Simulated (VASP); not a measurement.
# Ru (P2_1/m) in VASP: a series of runs, part 2 of 2

VASP 6.6.1. The steps go on from the part before.

## 3. Single point, PBEsol (atom 1 (Ru) moved by (-0.150, -0.300) A along x and y)

File INCAR:

```
PREC = Accurate
ENCUT = 520
EDIFF = 1E-6
ISMEAR = 0
SIGMA = 0.15
LREAL = False
LASPH = True
NELM = 80
ALGO = Fast
ISIF = 2
LWAVE = False
LCHARG = True
GGA = PS
LELF = True
LVHAR = True
NBANDS = 21
```

File KPOINTS:

```
regular mesh
0
Gamma
  24 24 12
```

File POSCAR:

```
Ru
1.0
    2.7057993342      0.0000000000      0.0000000000
   -1.3528996671      2.3432909610      0.0000000000
    0.0000000000      0.0000000000      4.2819000000
Ru
2
Direct
    0.2138843126      0.5386415921      0.2500000000
    0.6666666667      0.3333333333      0.7500000000
```

Potentials or basis: VASP PAW PBE potentials, release 64 (Ru_pv).

Started as:

```
$ cat potpaw_PBE.64/Ru_pv/POTCAR > POTCAR
$ mpirun -np 1 vasp_std > vasp.out
```

OUTCAR:

```text
PREC = Accurate
   ENCUT = 520
   EDIFF = 1E-6
   ISMEAR = 0
   LREAL = False
   LASPH = True
   NELM = 80
   ISIF = 2
   GGA = PS

 ion  position               nearest neighbor table
   1  0.214  0.539  0.250-   2 2.50   2 2.50   2 2.66   2 2.66   2 2.84   2 2.84
   2  0.667  0.333  0.750-   1 2.50   1 2.50   1 2.66   1 2.66   1 2.84   1 2.84

  LATTYP: Found a hexagonal cell.
 ALAT       =     2.7057993342
 C/A-ratio  =     1.5824898565

  Lattice vectors:

 A1 = (   2.7057993342,   0.0000000000,   0.0000000000)
 A2 = (  -1.3528996671,   2.3432909610,   0.0000000000)
 A3 = (   0.0000000000,   0.0000000000,   4.2819000000)

Analysis of symmetry for initial positions (statically):
=====================================================================
 Subroutine PRICEL returns:
 Original cell was already a primitive cell.

 Routine SETGRP: Setting up the symmetry group for a
 hexagonal supercell.

 Subroutine GETGRP returns: Found  4 space group operations
 (whereof  1 operations were pure point group operations)
 out of a pool of 24 trial point group operations.

The static configuration has the point symmetry C_1 .
 The point group associated with its full space group is C_2h.

Analysis of symmetry for dynamics (positions and initial velocities):
=====================================================================
 Subroutine PRICEL returns:
 Original cell was already a primitive cell.

 Routine SETGRP: Setting up the symmetry group for a
 hexagonal supercell.

 Subroutine GETGRP returns: Found  4 space group operations
 (whereof  1 operations were pure point group operations)
 out of a pool of 24 trial point group operations.

The dynamic configuration has the point symmetry C_1 .
 The point group associated with its full space group is C_2h.

 Subroutine INISYM returns: Found  4 space group operations
 (whereof  1 operations are pure point group operations),
 and found     1 'primitive' translations

----------------------------------------------------------------------------------------

                                     Primitive cell

  volume of cell :      27.1493

  direct lattice vectors                    reciprocal lattice vectors
     2.705799334  0.000000000  0.000000000     0.369576556  0.213375124  0.000000000
    -1.352899667  2.343290961  0.000000000     0.000000000  0.426750249  0.000000000
     0.000000000  0.000000000  4.281900000     0.000000000  0.000000000  0.233541185

  length of vectors
     2.705799334  2.705799334  4.281900000     0.426750249  0.426750249  0.233541185

  position of ions in fractional coordinates (direct lattice)
     0.213884313  0.538641592  0.250000000
     0.666666667  0.333333333  0.750000000

  ion indices of the primitive-cell ions
   primitive index   ion index
                 1           1
                 2           2

----------------------------------------------------------------------------------------

 KPOINTS: regular mesh

Automatic generation of k-mesh.
 Grid dimensions read from file:
 generate k-points for:   24   24   12

 Generating k-lattice:

  Cartesian coordinates                     Fractional coordinates (reciprocal lattice)
     0.015399023  0.008890630  0.000000000     0.041666667  0.000000000  0.000000000
     0.000000000  0.017781260  0.000000000     0.000000000  0.041666667  0.000000000
     0.000000000  0.000000000  0.019461765     0.000000000  0.000000000  0.083333333

  Length of vectors
     0.017781260  0.017781260  0.019461765

  Shift w.r.t. Gamma in fractional coordinates (k-lattice)
     0.000000000  0.000000000  0.000000000

 Subroutine IBZKPT returns following result:
 ===========================================

 Found   2030 irreducible k-points:

 Following reciprocal coordinates:
            Coordinates               Weight
  0.000000  0.000000  0.000000      1.000000
  0.041667  0.000000  0.000000      2.000000
  0.000000  0.041667  0.000000      2.000000
 -0.041667  0.041667  0.000000      2.000000
  0.083333  0.000000  0.000000      2.000000
  0.000000  0.083333  0.000000      2.000000
[... 16 lines left out ...]
  0.333333  0.000000  0.000000      2.000000
  0.000000  0.333333  0.000000      2.000000
 [... further k-points ...]
   k-points           NKPTS =   2030   k-points in BZ     NKDIM =   2030   number of bands    NBANDS=     21
   number of dos      NEDOS =    301   number of ions     NIONS =      2
   total plane-waves  NPLWV =  12800
   dimension x,y,z NGX =    20 NGY =   20 NGZ =   32
   dimension x,y,z NGXF=    40 NGYF=   40 NGZF=   64
   ions per type =               2
   NGX,Y,Z   is equivalent  to a cutoff of  12.29, 12.29, 12.42 a.u.
   NGXF,Y,Z  is equivalent  to a cutoff of  24.58, 24.58, 24.85 a.u.
 SYSTEM =  unknown system
   PREC   = accura    normal or accurate (medium, high low for compatibility)
   ISTART =      0    job   : 0-new  1-cont  2-samecut
   ICHARG =      2    charge: 1-file 2-atom 10-const
   ISPIN  =      1    spin polarized calculation?
   LNONCOLLINEAR =      F non collinear calculations
   LSORBIT =      F    spin-orbit coupling
   LASPH  =      T    aspherical Exc in radial PAW
   ENCUT  =  520.0 eV  38.22 Ry    6.18 a.u.   5.03  5.03  7.96*2*pi/ulx,y,z
   NELM   =     80;   NELMIN=  2; NELMDL= -5     # of ELM steps
   EDIFF  = 0.1E-05   stopping-criterion for ELM
   LREAL  =      F    real-space projection
   EDIFFG = 0.1E-04   stopping-criterion for IOM
   NSW    =      0    number of steps for IOM
   IBRION =     -1    ionic relax: 0-MD 1-quasi-New 2-CG
   NFREE  =      0    steps in history (QN), initial steepest desc. (CG)
   ISIF   =      2    stress and relaxation
   ISYM   =      2    0-nonsym 1-usesym 2-fastsym
   POTIM  = 0.5000    time-step for ionic-motion
   TEBEG  =    0.0;   TEEND  =   0.0 temperature during run
   PSTRESS=    0.0 pullay stress
   NELECT =      28.0000    total number of electrons
   NUPDOWN=      -1.0000    fix difference up-down
   EMIN   =  10.00;   EMAX   =-10.00  energy-range for DOS
   EFERMI =   0.00;   METHOD = LEGACY
   ISMEAR =     0;   SIGMA  =   0.15  broadening in eV -4-tet -1-fermi 0-gaus
   EFERMI_NEDOS =   21; number of points for ismear=-14 and -15
   IALGO  =     68    algorithm
   IMIX   =      4    mixing-type and parameters
     AMIX     =   0.40;   BMIX     =  1.00
     AMIX_MAG =   1.60;   BMIX_MAG =  1.00
  volume/ion in A,a.u.               =      13.57        91.61
  Fermi-wavevector in a.u.,A,eV,Ry     =   1.654022  3.125649 37.222686  2.735790
  Thomas-Fermi vector in A             =   2.742361
   LORBIT       =      0    0 simple, 1 ext, 2 COOP (PROOUT), +10 PAW based schemes
   GGA     = PS    functional components
   LHFCALC =     F    Hartree Fock is set to
   AEXX    =    0.0000 exact exchange contribution
   IVDW    =     0    specifies the selected vdW correction
   LEPSILON=     F    determine dielectric tensor
   LRPA    =     F    only Hartree local field effects (RPA)
 non-spin polarized calculation
 RMM-DIIS sequential band-by-band and
 Gauss-broadening in eV      SIGMA  =   0.15
  energy-cutoff  :      520.00
  volume of cell :       27.15
 maximum number of plane-waves:       756
   NGX =  9   NGY =  9   NGZ = 15

 number of electron      28.0000007 magnetization

 Free energy of the ion-electron system (eV)
  ---------------------------------------------------
  ext. energy  EPLUGINS =         0.00000000
  ---------------------------------------------------
  free energy    TOTEN  =       -19.95262107 eV

  energy without entropy =      -19.93021912  energy(sigma->0) =      -19.94142009

 E-fermi :  12.7845     XC(G=0): -14.2701

 val. band max:       12.7844956855   @ k =   0.4167   0.3750   0.2500
 cond. band min:      12.7864947764   @ k =   0.0417   0.2500  -0.1667
 fundamental gap:      0.0019990909
 Fermi energy:        12.7845432682

 k-point     1 :       0.0000    0.0000    0.0000
  band No.  band energies     occupation
      1     -30.9499      2.00000
      2     -30.0086      2.00000
      3     -29.8052      2.00000
      4     -29.7964      2.00000
      5     -29.7204      2.00000
      6     -29.6722      2.00000
[... 13 lines left out ...]
     20      23.0602      0.00000
     21      23.2128      0.00000
[... 529 lines left out ...]
 k-point    24 :       0.0000    0.3333    0.0000
  band No.  band energies     occupation
      1     -30.7480      2.00000
      2     -30.4708      2.00000
      3     -30.2715      2.00000
      4     -30.1387      2.00000
      5     -29.8338      2.00000
      6     -29.7236      2.00000
[... 13 lines left out ...]
     20      23.0590      0.00000
     21      24.3883      0.00000

 [... further k-points ...]

------------------------ aborting loop because EDIFF is reached ----------------------------------------

  FORCE on cell =-STRESS in cart. coord.  units (eV):
  Direction    XX          YY          ZZ          XY          YZ          ZX
  --------------------------------------------------------------------------------------
  -------------------------------------------------------------------------------------
  Total        0.2007555     -1.6198901      0.8403877      0.3655368      0.0000000      0.0000000
  in kB       11.8473097    -95.5955821     49.5943188     21.5716481      0.0000000      0.0000000
  external PRESSURE =     -11.3846512 kB  Pullay stress =       0.0000000 kB

 VOLUME and BASIS-vectors are now :
 -----------------------------------------------------------------------------
  energy-cutoff  :      520.00
  volume of cell :       27.15
      direct lattice vectors                 reciprocal lattice vectors
     2.705799334  0.000000000  0.000000000     0.369576556  0.213375124  0.000000000
    -1.352899667  2.343290961  0.000000000     0.000000000  0.426750249  0.000000000
     0.000000000  0.000000000  4.281900000     0.000000000  0.000000000  0.233541185

 POSITION                                       TOTAL-FORCE (eV/Angst)
 -----------------------------------------------------------------------------------
     -0.15000      1.26219      1.07048         0.793400      2.071756     -0.000000
      1.35290      0.78110      3.21143        -0.793400     -2.071756      0.000000
 -----------------------------------------------------------------------------------
    total drift:                               -0.000001     -0.000007      0.000000

  FREE ENERGIE OF THE ION-ELECTRON SYSTEM (eV)
  ---------------------------------------------------
  free  energy   TOTEN  =       -19.9526210656 eV

  energy  without entropy=      -19.9302191230  energy(sigma->0) =      -19.94142009
```

OSZICAR:

```text
N       E                     dE             d eps       ncg     rms          rms(c)
DAV:   1     0.287016638956E+03    0.28702E+03   -0.17516E+04 85372   0.148E+03
DAV:   2    -0.155772499951E+02   -0.30259E+03   -0.29352E+03 87220   0.446E+02
DAV:   3    -0.214311185420E+02   -0.58539E+01   -0.58180E+01 99935   0.696E+01
DAV:   4    -0.214752206186E+02   -0.44102E-01   -0.44054E-01108591   0.574E+00
DAV:   5    -0.214757554891E+02   -0.53487E-03   -0.53131E-03 97640   0.556E-01    0.197E+01
RMM:   6    -0.200552561096E+02    0.14205E+01   -0.30526E+00 87619   0.145E+01    0.526E+00
RMM:   7    -0.199615612767E+02    0.93695E-01   -0.39288E-01 94954   0.462E+00    0.108E+00
RMM:   8    -0.199534757142E+02    0.80856E-02   -0.24500E-02 97045   0.150E+00    0.511E-01
RMM:   9    -0.199525838330E+02    0.89188E-03   -0.29450E-03 98188   0.485E-01    0.650E-02
RMM:  10    -0.199526163893E+02   -0.32556E-04   -0.49914E-04101016   0.207E-01    0.262E-02
RMM:  11    -0.199526217120E+02   -0.53227E-05   -0.86708E-05108347   0.561E-02    0.103E-02
RMM:  12    -0.199526214979E+02    0.21405E-06   -0.11898E-05101852   0.221E-02    0.568E-03
RMM:  13    -0.199526210656E+02    0.43238E-06   -0.13831E-06 72214   0.787E-03
   1 F= -.19952621E+02 E0= -.19941420E+02  d E =-.224019E-01
```

stdout:

```text
POSCAR found type information on POSCAR Ru
 POSCAR found :  1 types and       2 ions
 scaLAPACK will be used
 -----------------------------------------------------------------------------
|                                                                             |
|                                                                             |
|     You enforced a specific xc type in the INCAR file but a different       |
|     I HOPE YOU KNOW WHAT YOU ARE DOING!                                     |
|                                                                             |
 -----------------------------------------------------------------------------

 LDA part: xc-table for (Slater+PW92), standard interpolation
 POSCAR, INCAR and KPOINTS ok, starting setup
 FFT: planning ... GRIDC
 FFT: planning ... GRID_SOFT
 FFT: planning ... GRID
 WAVECAR not read
 entering main loop
WARNING in EDDRMM: call to ZHEGV failed, returncode =   8  4     20
WARNING in EDDRMM: call to ZHEGV failed, returncode =   8  4     21
WARNING in EDDRMM: call to ZHEGV failed, returncode =   8  4     19
WARNING in EDDRMM: call to ZHEGV failed, returncode =   8  4     20
WARNING in EDDRMM: call to ZHEGV failed, returncode =   8  4     21
WARNING in EDDRMM: call to ZHEGV failed, returncode =   6  3     20
WARNING in EDDRMM: call to ZHEGV failed, returncode =   6  3     20
```

It took 9.7 min on 1 thread of Intel Xeon 6975P-C, shared host; peak memory 0.91 GiB.

What came out:

| Item | Value |
| --- | --- |
| Free energy | -19.9526 eV |
| Pressure | -1.1 GPa |
| Largest force | 2.218 eV/Å |
| Band gap on the k mesh | zero (band 14 reaches 14.29 eV, above the bottom of band 15 at 11.36 eV) |

Forces on the atoms (eV/Å):
```
Ru   0.793  2.072  0.000
Ru  -0.793 -2.072  0.000
```

Stress tensor (GPa, compression positive):
```
 1.18  2.16  0.00
 2.16 -9.56  0.00
 0.00  0.00  4.96
```

Levels at points of the mesh, in eV from the Fermi level:
```csv
k point,band 10,band 11,band 12,band 13,band 14,band 15,band 16,band 17,band 18,band 19
"(0.00, 0.00, 0.00)",-2.81,-2.28,-2.22,-1.97,-1.46,-0.26,-0.07,1.17,2.01,10.19
"(0.50, 0.00, 0.00)",-3.34,-2.75,-2.60,-1.78,1.25,1.43,1.95,4.82,5.13,12.38
"(0.00, 0.50, 0.00)",-3.32,-1.58,-1.09,-0.84,1.50,1.71,1.94,3.10,6.79,9.67
"(0.50, 0.50, 0.00)",-2.69,-2.19,-2.16,-1.95,0.93,1.45,1.74,4.05,5.95,11.02
"(0.00, 0.00, 0.50)",-2.95,-2.86,-2.86,-2.49,-2.49,0.09,0.09,0.60,0.60,10.27
"(0.50, 0.00, 0.50)",-4.80,-0.88,-0.88,1.44,1.44,1.62,1.62,2.43,2.43,10.26
"(0.00, 0.50, 0.50)",-4.69,-1.35,-1.35,-0.34,-0.34,1.67,1.67,4.41,4.41,9.34
"(0.50, 0.50, 0.50)",-4.96,-0.80,-0.80,0.75,0.75,1.64,1.64,3.32,3.32,10.24
```

Caveat: the cell differs from its parent crystal (atom 1 (Ru) moved by (-0.150, -0.300) A along x and y); the PAW data sets were made with another functional, which shifts forces and pressure a little.
